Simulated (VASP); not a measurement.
# Fe (Im-3m) in VASP: further runs

Fe is run at these levels: RPBE, PBE, BLYP+D3(BJ), BLYP+D4; tasks: single point, relaxation of cell and atoms.

Program: VASP 6.6.1. These are calculated values, not measurements. Logs are shortened: lines on timing, memory, paths and dates and some standing lists are left out, and cuts for length are marked.

## Step 1: The cell of the first run

Symmetry: Im-3m, No. 229, cubic system. Conventional cell: a = 2.858 Å, b = 2.858 Å, c = 2.858 Å, α = 90.00°, β = 90.00°, γ = 90.00°. Within 3.3 Å of Fe (site symmetry m-3m) lie 14 Fe at 2.48 to 2.86 Å.

## Step 2: Single point, RPBE, collinear spin, ferromagnetic start

The input, INCAR:

```
ALGO = Normal
EDIFF = 1E-6
ENCUT = 520
GGA = RP
ISIF = 2
ISMEAR = -1
ISPIN = 2
LASPH = T
LCHARG = T
LELF = T
LMAXMIX = 4
LORBIT = 11
LREAL = F
LVHAR = T
LWAVE = F
MAGMOM = 3
NBANDS = 14
NELM = 150
PREC = Accurate
SIGMA = 0.05
```

The input, KPOINTS:

```
k-points
0
Gamma
  13 13 13
```

The input, POSCAR:

```
Fe
1.0
   -1.4291592789      1.4291592789      1.4291592789
    1.4291592789     -1.4291592789      1.4291592789
    1.4291592789      1.4291592789     -1.4291592789
Fe
1
Direct
    0.0000000000      0.0000000000      0.0000000000
```

Potentials or basis: VASP PAW PBE potentials, release 64 (Fe).

The run is started by

```console
cat potpaw_PBE.64/Fe/POTCAR > POTCAR
mpirun -np 1 vasp_std > vasp.out
```

OUTCAR:

```text
EDIFF = 1E-6
   ENCUT = 520
   GGA = RP
   ISIF = 2
   ISMEAR = -1
   ISPIN = 2
   LASPH = T
   LORBIT = 11
   LREAL = F
   NELM = 150
   PREC = Accurate

 ion  position               nearest neighbor table
   1  0.000  0.000  0.000-

  LATTYP: Found a body centered cubic cell.
 ALAT       =     2.8583185578

  Lattice vectors:

 A1 = (  -1.4291592789,   1.4291592789,   1.4291592789)
 A2 = (   1.4291592789,  -1.4291592789,   1.4291592789)
 A3 = (   1.4291592789,   1.4291592789,  -1.4291592789)

Analysis of symmetry for initial positions (statically):
=====================================================================
 Subroutine PRICEL returns:
 Original cell was already a primitive cell.

 Routine SETGRP: Setting up the symmetry group for a
 body centered cubic supercell.

 Subroutine GETGRP returns: Found 48 space group operations
 (whereof 48 operations were pure point group operations)
 out of a pool of 48 trial point group operations.

The static configuration has the point symmetry O_h .

Analysis of symmetry for dynamics (positions and initial velocities):
=====================================================================
 Subroutine PRICEL returns:
 Original cell was already a primitive cell.

 Routine SETGRP: Setting up the symmetry group for a
 body centered cubic supercell.

 Subroutine GETGRP returns: Found 48 space group operations
 (whereof 48 operations were pure point group operations)
 out of a pool of 48 trial point group operations.

The dynamic configuration has the point symmetry O_h .

Analysis of structural, dynamic, and magnetic symmetry:
=====================================================================
 Subroutine PRICEL returns:
 Original cell was already a primitive cell.

 Routine SETGRP: Setting up the symmetry group for a
 body centered cubic supercell.

 Subroutine GETGRP returns: Found 48 space group operations
 (whereof 48 operations were pure point group operations)
 out of a pool of 48 trial point group operations.

The overall configuration has the point symmetry O_h .

 Subroutine INISYM returns: Found 48 space group operations
 (whereof 48 operations are pure point group operations),
 and found     1 'primitive' translations

----------------------------------------------------------------------------------------

                                     Primitive cell

  volume of cell :      11.6762

  direct lattice vectors                    reciprocal lattice vectors
    -1.429159279  1.429159279  1.429159279     0.000000000  0.349856036  0.349856036
     1.429159279 -1.429159279  1.429159279     0.349856036  0.000000000  0.349856036
     1.429159279  1.429159279 -1.429159279     0.349856036  0.349856036  0.000000000

  length of vectors
     2.475376483  2.475376483  2.475376483     0.494771151  0.494771151  0.494771151

  position of ions in fractional coordinates (direct lattice)
     0.000000000  0.000000000  0.000000000

  ion indices of the primitive-cell ions
   primitive index   ion index
                 1           1

----------------------------------------------------------------------------------------

 KPOINTS: k-points

Automatic generation of k-mesh.
 Grid dimensions read from file:
 generate k-points for:   13   13   13

 Generating k-lattice:

  Cartesian coordinates                     Fractional coordinates (reciprocal lattice)
     0.000000000  0.026912003  0.026912003     0.076923077  0.000000000  0.000000000
     0.026912003  0.000000000  0.026912003     0.000000000  0.076923077  0.000000000
     0.026912003  0.026912003  0.000000000     0.000000000  0.000000000  0.076923077

  Length of vectors
     0.038059319  0.038059319  0.038059319

  Shift w.r.t. Gamma in fractional coordinates (k-lattice)
     0.000000000  0.000000000  0.000000000

 Subroutine IBZKPT returns following result:
 ===========================================

 Found     84 irreducible k-points:

 Following reciprocal coordinates:
            Coordinates               Weight
  0.000000  0.000000  0.000000      1.000000
  0.076923  0.000000  0.000000     12.000000
  0.153846  0.000000  0.000000     12.000000
  0.230769  0.000000  0.000000     12.000000
  0.307692  0.000000  0.000000     12.000000
  0.384615  0.000000  0.000000     12.000000
[... 16 lines left out ...]
  0.153846  0.076923  0.076923     24.000000
  0.230769  0.076923  0.076923     24.000000
 [... further k-points ...]
   k-points           NKPTS =     84   k-points in BZ     NKDIM =     84   number of bands    NBANDS=     14
   number of dos      NEDOS =    301   number of ions     NIONS =      1
   total plane-waves  NPLWV =   5832
   dimension x,y,z NGX =    18 NGY =   18 NGZ =   18
   dimension x,y,z NGXF=    36 NGYF=   36 NGZF=   36
   ions per type =               1
   NGX,Y,Z   is equivalent  to a cutoff of  12.09, 12.09, 12.09 a.u.
   NGXF,Y,Z  is equivalent  to a cutoff of  24.18, 24.18, 24.18 a.u.
 SYSTEM =  unknown system
   PREC   = accura    normal or accurate (medium, high low for compatibility)
   ISTART =      0    job   : 0-new  1-cont  2-samecut
   ICHARG =      2    charge: 1-file 2-atom 10-const
   ISPIN  =      2    spin polarized calculation?
   LNONCOLLINEAR =      F non collinear calculations
   LSORBIT =      F    spin-orbit coupling
   LASPH  =      T    aspherical Exc in radial PAW
   ENCUT  =  520.0 eV  38.22 Ry    6.18 a.u.   4.60  4.60  4.60*2*pi/ulx,y,z
   NELM   =    150;   NELMIN=  2; NELMDL= -5     # of ELM steps
   EDIFF  = 0.1E-05   stopping-criterion for ELM
   LREAL  =      F    real-space projection
   EDIFFG = 0.1E-04   stopping-criterion for IOM
   NSW    =      0    number of steps for IOM
   IBRION =     -1    ionic relax: 0-MD 1-quasi-New 2-CG
   NFREE  =      0    steps in history (QN), initial steepest desc. (CG)
   ISIF   =      2    stress and relaxation
   ISYM   =      2    0-nonsym 1-usesym 2-fastsym
   POTIM  = 0.5000    time-step for ionic-motion
   TEBEG  =    0.0;   TEEND  =   0.0 temperature during run
   PSTRESS=    0.0 pullay stress
   NELECT =       8.0000    total number of electrons
   NUPDOWN=      -1.0000    fix difference up-down
   EMIN   =  10.00;   EMAX   =-10.00  energy-range for DOS
   EFERMI =   0.00;   METHOD = LEGACY
   ISMEAR =    -1;   SIGMA  =   0.05  broadening in eV -4-tet -1-fermi 0-gaus
   EFERMI_NEDOS =   21; number of points for ismear=-14 and -15
   IALGO  =     38    algorithm
   IMIX   =      4    mixing-type and parameters
     AMIX     =   0.40;   BMIX     =  1.00
     AMIX_MAG =   1.60;   BMIX_MAG =  1.00
  volume/ion in A,a.u.               =      11.68        78.79
  Fermi-wavevector in a.u.,A,eV,Ry     =   1.443237  2.727322 28.340008  2.082932
  Thomas-Fermi vector in A             =   2.561667
   LORBIT       =     11    0 simple, 1 ext, 2 COOP (PROOUT), +10 PAW based schemes
   GGA     = RP    functional components
   LHFCALC =     F    Hartree Fock is set to
   AEXX    =    0.0000 exact exchange contribution
   IVDW    =     0    specifies the selected vdW correction
   LEPSILON=     F    determine dielectric tensor
   LRPA    =     F    only Hartree local field effects (RPA)
 spin polarized calculation
  energy-cutoff  :      520.00
  volume of cell :       11.68
 maximum number of plane-waves:       329
   NGX =  9   NGY =  9   NGZ =  9

 number of electron       8.0000002 magnetization       2.2372598

 Free energy of the ion-electron system (eV)
  ---------------------------------------------------
  ext. energy  EPLUGINS =         0.00000000
  ---------------------------------------------------
  free energy    TOTEN  =        -7.75814954 eV

  energy without entropy =       -7.74826825  energy(sigma->0) =       -7.75320890

 E-fermi :   5.6413     XC(G=0): -12.8697

 val. band max:        5.6213397310   @ k =  -0.4615  -0.4615   0.3846
 cond. band min:       5.6500923318   @ k =   0.3077   0.0769   0.0000
 fundamental gap:      0.0287526008
 Fermi energy:         5.6412846392

 spin component 1

 k-point     1 :       0.0000    0.0000    0.0000
  band No.  band energies     occupation
      1      -2.5595      1.00000
      2       3.3978      1.00000
      3       3.3978      1.00000
      4       3.3978      1.00000
      5       4.5416      1.00000
      6       4.5416      1.00000
      7      30.4318      0.00000
      8      30.4318      0.00000
      9      30.4318      0.00000
     10      35.3478      0.00000
     11      35.3478      0.00000
     12      37.5358      0.00000
     13      37.5358      0.00000
     14      37.5358      0.00000
[... 375 lines left out ...]
 k-point    24 :       0.2308    0.0769    0.0769
  band No.  band energies     occupation
      1       0.7800      1.00000
      2       2.6103      1.00000
      3       3.0038      1.00000
      4       4.5036      1.00000
      5       4.6425      1.00000
      6       5.7451      0.11139
      7      18.8427      0.00000
      8      22.8894      0.00000
      9      24.7112      0.00000
     10      32.1042      0.00000
     11      36.0490      0.00000
     12      38.2841      0.00000
     13      40.1551      0.00000
     14      43.5082      0.00000

 [... further k-points ...]

 spin component 2

 k-point     1 :       0.0000    0.0000    0.0000
  band No.  band energies     occupation
      1      -2.4638      1.00000
      2       5.4074      0.99078
      3       5.4076      0.99076
      4       5.4076      0.99075
      5       7.4250      0.00000
      6       7.4252      0.00000
      7      30.0600      0.00000
      8      30.0600      0.00000
      9      30.0600      0.00000
     10      35.4366      0.00000
     11      35.4366      0.00000
     12      38.1289      0.00000
     13      38.1289      0.00000
     14      38.1289      0.00000
[... 375 lines left out ...]
 k-point    24 :       0.2308    0.0769    0.0769
  band No.  band energies     occupation
      1       1.1855      1.00000
      2       4.4304      1.00000
      3       4.6509      1.00000
      4       7.2289      0.00000
      5       7.5453      0.00000
      6       7.8026      0.00000
      7      19.5478      0.00000
      8      23.1992      0.00000
      9      25.3825      0.00000
     10      32.0267      0.00000
     11      36.5611      0.00000
     12      38.4490      0.00000
     13      40.3822      0.00000
     14      43.9547      0.00000

 [... further k-points ...]
[... 5 lines left out ...]
  --------------------------------------------------------------------------------------
  -------------------------------------------------------------------------------------
  Total        0.0152503      0.0152503      0.0152503     -0.0000000      0.0000000      0.0000000
  in kB        2.0926008      2.0926008      2.0926008     -0.0000000      0.0000000      0.0000000
  external PRESSURE =       2.0926008 kB  Pullay stress =       0.0000000 kB

 VOLUME and BASIS-vectors are now :
 -----------------------------------------------------------------------------
  energy-cutoff  :      520.00
  volume of cell :       11.68
      direct lattice vectors                 reciprocal lattice vectors
    -1.429159279  1.429159279  1.429159279     0.000000000  0.349856036  0.349856036
     1.429159279 -1.429159279  1.429159279     0.349856036  0.000000000  0.349856036
     1.429159279  1.429159279 -1.429159279     0.349856036  0.349856036  0.000000000

 POSITION                                       TOTAL-FORCE (eV/Angst)
 -----------------------------------------------------------------------------------
      0.00000      0.00000      0.00000         0.000000      0.000000     -0.000000
 -----------------------------------------------------------------------------------
    total drift:                                0.000000      0.000000      0.000000

  FREE ENERGIE OF THE ION-ELECTRON SYSTEM (eV)
  ---------------------------------------------------
  free  energy   TOTEN  =        -7.7581495439 eV

  energy  without entropy=       -7.7482682502  energy(sigma->0) =       -7.75320890

 total charge

# of ion       s       p       d       tot
------------------------------------------
    1        0.475   0.518   6.214   7.207

 magnetization (x)

# of ion       s       p       d       tot
------------------------------------------
    1       -0.016  -0.064   2.325   2.245
```

Run time: 12 s. Hardware: 1 thread of Intel Xeon 6975P-C (Granite Rapids), shared host; peak memory 0.13 GiB.

Results:

- Free energy: -7.7581 eV
- Pressure: 0.2 GPa
- Net moment: 2.24 μB per cell
- Site moments: Fe +2.25 μB
- Valence electrons inside the program's atomic spheres: Fe 7.21

Caveat: the PAW data sets were made with another functional, which shifts forces and pressure a little.

(Part 1 of 2 ends here.)
